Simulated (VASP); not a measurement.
# GaSb (F-43m) in VASP: a series of runs, part 2 of 2

VASP 6.6.1.

### Step 3. Single point, r2SCAN0

This run uses another cell than the first one, of 29.77 Å³/atom.

POSCAR

```
GaSb
1.0
    0.0000000000      3.0992546163      3.0992546163
    3.0992546163      0.0000000000      3.0992546163
    3.0992546163      3.0992546163      0.0000000000
Sb Ga
1 1
Direct
    0.7500000000      0.7500000000      0.7500000000
    0.0000000000      0.0000000000      0.0000000000
```

INCAR.step1

```
ALGO = Normal
EDIFF = 1E-5
ENCUT = 520
GGA = PE
ISIF = 2
ISMEAR = -1
LASPH = T
LCHARG = F
LREAL = F
LWAVE = T
NBANDS = 16
NELM = 80
PREC = Accurate
SIGMA = 0.05
```

INCAR.step2

```
AEXX = 0.25
ALGO = Normal
EDIFF = 1E-7
ENCUT = 520
ISIF = 2
ISMEAR = -1
ISTART = 1
LASPH = T
LCHARG = F
LHFCALC = T
LMIXTAU = T
LREAL = F
LWAVE = F
METAGGA = R2SCAN
NBANDS = 16
NELM = 80
PREC = Accurate
PRECFOCK = Normal
SIGMA = 0.05
```

KPOINTS

```
k-points
0
Gamma
  4 4 4
```

Potentials or basis: VASP PAW PBE potentials, release 64 (Sb, Ga_d).

The run is started by

```
$ cat potpaw_PBE.64/Sb/POTCAR potpaw_PBE.64/Ga_d/POTCAR > POTCAR
$ cp INCAR.step1 INCAR
$ mpirun -np 1 vasp_std > vasp.out
$ cp INCAR.step2 INCAR
$ mpirun -np 1 vasp_std > vasp.out
```

OUTCAR:

```text
AEXX = 0.25
   EDIFF = 1E-7
   ENCUT = 520
   ISIF = 2
   ISMEAR = -1
   ISTART = 1
   LASPH = T
   LHFCALC = T
   LREAL = F
   METAGGA = R2SCAN
   NELM = 80
   PREC = Accurate
   PRECFOCK = Normal

 ion  position               nearest neighbor table
   1  0.750  0.750  0.750-   2 2.68   2 2.68   2 2.68   2 2.68
   2  0.000  0.000  0.000-   1 2.68   1 2.68   1 2.68   1 2.68

  LATTYP: Found a face centered cubic cell.
 ALAT       =     6.1985092326

  Lattice vectors:

 A1 = (   0.0000000000,   3.0992546163,   3.0992546163)
 A2 = (   3.0992546163,   0.0000000000,   3.0992546163)
 A3 = (   3.0992546163,   3.0992546163,   0.0000000000)

Analysis of symmetry for initial positions (statically):
=====================================================================
 Subroutine PRICEL returns:
 Original cell was already a primitive cell.

 Routine SETGRP: Setting up the symmetry group for a
 face centered cubic supercell.

 Subroutine GETGRP returns: Found 24 space group operations
 (whereof 24 operations were pure point group operations)
 out of a pool of 48 trial point group operations.

The static configuration has the point symmetry T_d .

Analysis of symmetry for dynamics (positions and initial velocities):
=====================================================================
 Subroutine PRICEL returns:
 Original cell was already a primitive cell.

 Routine SETGRP: Setting up the symmetry group for a
 face centered cubic supercell.

 Subroutine GETGRP returns: Found 24 space group operations
 (whereof 24 operations were pure point group operations)
 out of a pool of 48 trial point group operations.

The dynamic configuration has the point symmetry T_d .

 Subroutine INISYM returns: Found 24 space group operations
 (whereof 24 operations are pure point group operations),
 and found     1 'primitive' translations

----------------------------------------------------------------------------------------

                                     Primitive cell

  volume of cell :      59.5390

  direct lattice vectors                    reciprocal lattice vectors
     0.000000000  3.099254616  3.099254616    -0.161329114  0.161329114  0.161329114
     3.099254616  0.000000000  3.099254616     0.161329114 -0.161329114  0.161329114
     3.099254616  3.099254616  0.000000000     0.161329114  0.161329114 -0.161329114

  length of vectors
     4.383007912  4.383007912  4.383007912     0.279430221  0.279430221  0.279430221

  position of ions in fractional coordinates (direct lattice)
     0.750000000  0.750000000  0.750000000
     0.000000000  0.000000000  0.000000000

  ion indices of the primitive-cell ions
   primitive index   ion index
                 1           1
                 2           2

----------------------------------------------------------------------------------------

 KPOINTS: k-points

Automatic generation of k-mesh.
 Grid dimensions read from file:
 generate k-points for:    4    4    4

 Generating k-lattice:

  Cartesian coordinates                     Fractional coordinates (reciprocal lattice)
    -0.040332278  0.040332278  0.040332278     0.250000000  0.000000000  0.000000000
     0.040332278 -0.040332278  0.040332278     0.000000000  0.250000000  0.000000000
     0.040332278  0.040332278 -0.040332278     0.000000000  0.000000000  0.250000000

  Length of vectors
     0.069857555  0.069857555  0.069857555

  Shift w.r.t. Gamma in fractional coordinates (k-lattice)
     0.000000000  0.000000000  0.000000000

 Subroutine IBZKPT returns following result:
 ===========================================

 Found      8 irreducible k-points:

 Following reciprocal coordinates:
            Coordinates               Weight
  0.000000  0.000000  0.000000      1.000000
  0.250000  0.000000  0.000000      8.000000
  0.500000  0.000000  0.000000      4.000000
  0.250000  0.250000  0.000000      6.000000
  0.500000  0.250000  0.000000     24.000000
 -0.250000  0.250000  0.000000     12.000000
  0.500000  0.500000  0.000000      3.000000
 -0.250000  0.500000  0.250000      6.000000
   k-points           NKPTS =      8   k-points in BZ     NKDIM =     64   number of bands    NBANDS=     16
   number of dos      NEDOS =    301   number of ions     NIONS =      2
   total plane-waves  NPLWV =  46656
   dimension x,y,z NGX =    36 NGY =   36 NGZ =   36
   dimension x,y,z NGXF=    72 NGYF=   72 NGZF=   72
   ions per type =               1   1
   NGX,Y,Z   is equivalent  to a cutoff of  13.65, 13.65, 13.65 a.u.
   NGXF,Y,Z  is equivalent  to a cutoff of  27.31, 27.31, 27.31 a.u.
 SYSTEM =  unknown system
   PREC   = accura    normal or accurate (medium, high low for compatibility)
   ISTART =      1    job   : 0-new  1-cont  2-samecut
   ICHARG =      0    charge: 1-file 2-atom 10-const
   ISPIN  =      1    spin polarized calculation?
   LNONCOLLINEAR =      F non collinear calculations
   LSORBIT =      F    spin-orbit coupling
   LASPH  =      T    aspherical Exc in radial PAW
   ENCUT  =  520.0 eV  38.22 Ry    6.18 a.u.   8.15  8.15  8.15*2*pi/ulx,y,z
   NELM   =     80;   NELMIN=  2; NELMDL=  0     # of ELM steps
   EDIFF  = 0.1E-06   stopping-criterion for ELM
   LREAL  =      F    real-space projection
   EDIFFG = 0.1E-05   stopping-criterion for IOM
   NSW    =      0    number of steps for IOM
   IBRION =     -1    ionic relax: 0-MD 1-quasi-New 2-CG
   NFREE  =      0    steps in history (QN), initial steepest desc. (CG)
   ISIF   =      2    stress and relaxation
   ISYM   =      3    0-nonsym 1-usesym 2-fastsym
   POTIM  = 0.5000    time-step for ionic-motion
   TEBEG  =    0.0;   TEEND  =   0.0 temperature during run
   PSTRESS=    0.0 pullay stress
   NELECT =      18.0000    total number of electrons
   NUPDOWN=      -1.0000    fix difference up-down
   EMIN   =  10.00;   EMAX   =-10.00  energy-range for DOS
   EFERMI =   0.00;   METHOD = LEGACY
   ISMEAR =    -1;   SIGMA  =   0.05  broadening in eV -4-tet -1-fermi 0-gaus
   EFERMI_NEDOS =   21; number of points for ismear=-14 and -15
   IALGO  =     38    algorithm
   IMIX   =      1    mixing-type and parameters
     AMIX     =   0.40;   BMIX     =  1.00
     AMIX_MAG =   1.60;   BMIX_MAG =  1.00
  volume/ion in A,a.u.               =      29.77       200.89
  Fermi-wavevector in a.u.,A,eV,Ry     =   1.098749  2.076334 16.425619  1.207249
  Thomas-Fermi vector in A             =   2.235132
   LORBIT       =      0    0 simple, 1 ext, 2 COOP (PROOUT), +10 PAW based schemes
   METAGGA = R2SCAN    functional components
   LHFCALC =     T    Hartree Fock is set to
   PRECFOCK=normal    Normal, Fast or Accurate (Low or Medium for compatibility)
   ENCUT4O =  -1.0   cutoff for four orbital integrals eV
   NKREDX  =     1    reduce k-point grid by
   NKREDY  =     1    reduce k-point grid by
   NKREDZ  =     1    reduce k-point grid by
   AEXX    =    0.2500 exact exchange contribution
   HFSCREEN=    0.0000 screening length (either q_TF or 0.3 A-1)
   HFSCREENC=   0.0000 screening length for correlation (either q_TF or 0.3 A-1)
   ENCUTFOCK=  -1.0 apply spherical cutoff to Coloumb kernel
   IVDW    =     0    specifies the selected vdW correction
   LEPSILON=     F    determine dielectric tensor
   LRPA    =     F    only Hartree local field effects (RPA)
 non-spin polarized calculation
  energy-cutoff  :      520.00
  volume of cell :       59.54
 maximum number of plane-waves:      1639
 NGX is ok and might be reduce to    36
  NGX = 28; NGY = 28; NGZ = 28

 number of electron      17.9999991 magnetization

 Free energy of the ion-electron system (eV)
  ---------------------------------------------------
  ext. energy  EPLUGINS =         0.00000000
  ---------------------------------------------------
  free energy    TOTEN  =       -32.61527216 eV

  energy without entropy =      -32.61527212  energy(sigma->0) =      -32.61527214

 E-fermi :   4.3785     XC(G=0):  -7.4519

 val. band max:        3.6154358793   @ k =   0.0000   0.0000   0.0000
 cond. band min:       5.0869641820   @ k =   0.0000   0.0000   0.0000
 fundamental gap:      1.4715283027
 Fermi energy:         4.3785289651

 k-point     1 :       0.0000    0.0000    0.0000
  band No.  band energies     occupation
      1     -14.4324      2.00000
      2     -14.4324      2.00000
      3     -14.4323      2.00000
      4     -14.3822      2.00000
      5     -14.3822      2.00000
      6      -9.0098      2.00000
[... 129 lines left out ...]
      3     -14.4132      2.00000
      4     -14.3870      2.00000
      5     -14.3818      2.00000
      6      -6.3049      2.00000
[... 8 lines left out ...]
     15      15.6042      0.00000
     16      17.0593      0.00000

------------------------ aborting loop because EDIFF is reached ----------------------------------------

  FORCE on cell =-STRESS in cart. coord.  units (eV):
  Direction    XX          YY          ZZ          XY          YZ          ZX
  --------------------------------------------------------------------------------------
  -------------------------------------------------------------------------------------
  Total       -1.1662901     -1.1662901     -1.1662901      0.0000000      0.0000000     -0.0000000
  in kB      -31.3845149    -31.3845149    -31.3845149      0.0000000      0.0000000     -0.0000000
  external PRESSURE =     -31.3845149 kB  Pullay stress =       0.0000000 kB

 VOLUME and BASIS-vectors are now :
 -----------------------------------------------------------------------------
  energy-cutoff  :      520.00
  volume of cell :       59.54
      direct lattice vectors                 reciprocal lattice vectors
     0.000000000  3.099254616  3.099254616    -0.161329114  0.161329114  0.161329114
     3.099254616  0.000000000  3.099254616     0.161329114 -0.161329114  0.161329114
     3.099254616  3.099254616  0.000000000     0.161329114  0.161329114 -0.161329114

 POSITION                                       TOTAL-FORCE (eV/Angst)
 -----------------------------------------------------------------------------------
      4.64888      4.64888      4.64888         0.000000      0.000000      0.000000
      0.00000      0.00000      0.00000        -0.000000     -0.000000     -0.000000
 -----------------------------------------------------------------------------------
    total drift:                               -0.000166     -0.000070     -0.000098

  FREE ENERGIE OF THE ION-ELECTRON SYSTEM (eV)
  ---------------------------------------------------
  free  energy   TOTEN  =       -32.6152721592 eV

  energy  without entropy=      -32.6152721245  energy(sigma->0) =      -32.61527214
```

OUTCAR.step1:

```text
EDIFF = 1E-5
   ENCUT = 520
   GGA = PE
   ISIF = 2
   ISMEAR = -1
[... 354 lines left out ...]
 -----------------------------------------------------------------------------------
      4.64888      4.64888      4.64888        -0.000000     -0.000000     -0.000000
      0.00000      0.00000      0.00000         0.000000      0.000000      0.000000
 -----------------------------------------------------------------------------------
    total drift:                               -0.000001     -0.000001     -0.000001

  FREE ENERGIE OF THE ION-ELECTRON SYSTEM (eV)
  ---------------------------------------------------
  free  energy   TOTEN  =        -7.1872657710 eV

  energy  without entropy=       -7.1840839896  energy(sigma->0) =       -7.18567488
```

Run time: 45 min. Hardware: 1 thread of Intel Xeon 8259CL, shared host; peak memory 0.23 GiB.

What came out:

```yaml
Free_energy: -32.6153 eV
Pressure: -3.1 GPa
Band_gap_on_the_k_mesh: 1.47 eV
```

Caveat: the k points lie up to 0.44 Å⁻¹ apart; the PAW data sets were made with another functional, which shifts forces and pressure a little; spin-orbit coupling is left out, which moves the levels of the heavy elements. A k mesh can miss the band edges.
